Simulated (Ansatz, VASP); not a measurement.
**One calculation of Rh, two programs**

File POSCAR:

```
Rh
1.0
    0.0000000000      1.9008071574      1.9008071574
    1.9008071574      0.0000000000      1.9008071574
    1.9008071574      1.9008071574      0.0000000000
Rh
1
Direct
    0.0000000000      0.0000000000      0.0000000000
```

INCAR.step1

```
ALGO     = Normal         # electronic algorithm
EDIFF    = 1E-5           # SCF threshold, eV
ENCUT    = 580            # plane-wave cutoff, eV
GGA      = PE             # functional
GGA_COMPAT= False        
ISMEAR   = 0              # smearing method
LASPH    = True           # aspherical terms in the spheres
LCHARG   = False          # write CHGCAR
LREAL    = False          # projectors in reciprocal space
LWAVE    = True           # write WAVECAR
NBANDS   = 14             # bands
NELM     = 120            # most SCF steps
PREC     = Accurate       # precision mode
SIGMA    = 1.0            # smearing width, eV
```

The input INCAR.step2:

```
ALGO     = Normal         # electronic algorithm
EDIFF    = 1E-6           # SCF threshold, eV
ENCUT    = 580            # plane-wave cutoff, eV
GGA_COMPAT= False        
ISIF     = 2              # what is computed and relaxed
ISMEAR   = 0              # smearing method
ISTART   = 1            
LASPH    = True           # aspherical terms in the spheres
LCHARG   = True           # write CHGCAR
LELF     = True           # ELF
LMIXTAU  = True         
LREAL    = False          # projectors in reciprocal space
LVHAR    = True         
LWAVE    = False          # write WAVECAR
METAGGA  = R2SCAN         # meta-GGA
NBANDS   = 14             # bands
NELM     = 120            # most SCF steps
PREC     = Accurate       # precision mode
SIGMA    = 1.0            # smearing width, eV
```

KPOINTS

```
k-points
0
Gamma
  14 14 14
```

Input for Ansatz:

```yaml
crystal:
  lattice:
    - [0.0, 1.9008071574, 1.9008071574]
    - [1.9008071574, 0.0, 1.9008071574]
    - [1.9008071574, 1.9008071574, 0.0]
  atoms:
    - { symbol: Rh, position: [0.0, 0.0, 0.0] }
hamiltonian:
  xc: r2scan
  pseudopotentials:
    kind: paw
    azcp:
      Rh: "pseudopotentials/Rh.paw.azcp"
basis:
  ecutwfc: 500
  fft_grid_basis: typed
kpoints:
  mp_grid: { grid: [14, 14, 14], shift: [0, 0, 0] }
magnetization:
  spin_polarized: false
scf:
  occupations: { method: gaussian, width: 1.0 }
  lower_state_search: "off"
output:
  stress: true
```

Alike in both runs: task single point; functional r2SCAN; k mesh 14 × 14 × 14; occupations gaussian, width 1 eV; no spin polarisation.

|  | VASP | Ansatz |
| --- | --- | --- |
| version | VASP 6.6.1 | Ansatz 0.2.0 |
| potentials or method | VASP PAW PBE potentials, release 64 (Rh_sv_GW), cutoff 580 eV | plane waves (500 eV) with PAW, scalar-relativistic |
| valence electrons in the cell | 17 | 17 |

Ansatz gave:

```
pressure (GPa) : 5.6
```

Task: Estimate VASP's values.

Result: Pressure (GPa): 4.0.

VASP's potentials were made for PBE, not for r2SCAN.
